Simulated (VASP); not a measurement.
A run of VASP 6.6.1 is set up as follows.

The input POSCAR:

```
SnO2
1.0
    4.6421626889      0.0000000000      0.0000000000
    0.0000000000      4.6423872329      0.0000000000
    0.0000000000      0.0000000000      3.1631160820
Sn O
2 4
Direct
    0.5000000000      0.5000000000      0.5000000000
    0.0000000000      0.0000000000      0.0000000000
    0.3050812713      0.3051596990      0.0000000000
    0.8050812713      0.1948403010      0.5000000000
    0.1949187287      0.8051596990      0.5000000000
    0.6949187287      0.6948403010      0.0000000000
```

INCAR.step1

```
SYSTEM = SnO2
  ALGO = Normal
  EDIFF = 1E-4
  ENCUT = 520
  GGA = PE
  ISMEAR = 0
  LASPH = .TRUE.
  LCHARG = .FALSE.
  LREAL = .FALSE.
  LWAVE = .TRUE.
  NBANDS = 35
  NELM = 100
  PREC = Accurate
  SIGMA = 0.02
```

The input INCAR.step2:

```
SYSTEM = SnO2
  ALGO = Normal
  EDIFF = 1E-6
  ENCUT = 520
  ISIF = 2
  ISMEAR = 0
  ISTART = 1
  LASPH = .TRUE.
  LCHARG = .FALSE.
  LMIXTAU = .TRUE.
  LREAL = .FALSE.
  LWAVE = .FALSE.
  METAGGA = R2SCAN
  NBANDS = 35
  NELM = 100
  PREC = Accurate
  SIGMA = 0.02
```

KPOINTS

```
k-points
0
G
  6 6 8
  0 0 0
```

Potentials or basis: VASP PAW PBE potentials, release 64 (Sn_d, O).

Launch:

```console
$ cat potpaw_PBE.64/Sn_d/POTCAR potpaw_PBE.64/O/POTCAR > POTCAR
$ cp INCAR.step1 INCAR
$ mpirun -np 1 vasp_std > vasp.out
$ cp INCAR.step2 INCAR
$ mpirun -np 1 vasp_std > vasp.out
```

(1) What does it give for the pressure?

(2) Estimate the largest force.

(3) Estimate the band gap on the k mesh.

Results:

(1) 16.1 GPa.

(2) 0.018 eV/Å.

(3) 2.52 eV.

Caveat: the cell stands under pressure; the PAW data sets were made with another functional, which shifts forces and pressure a little; spin-orbit coupling is left out, which moves the levels of the heavy elements.
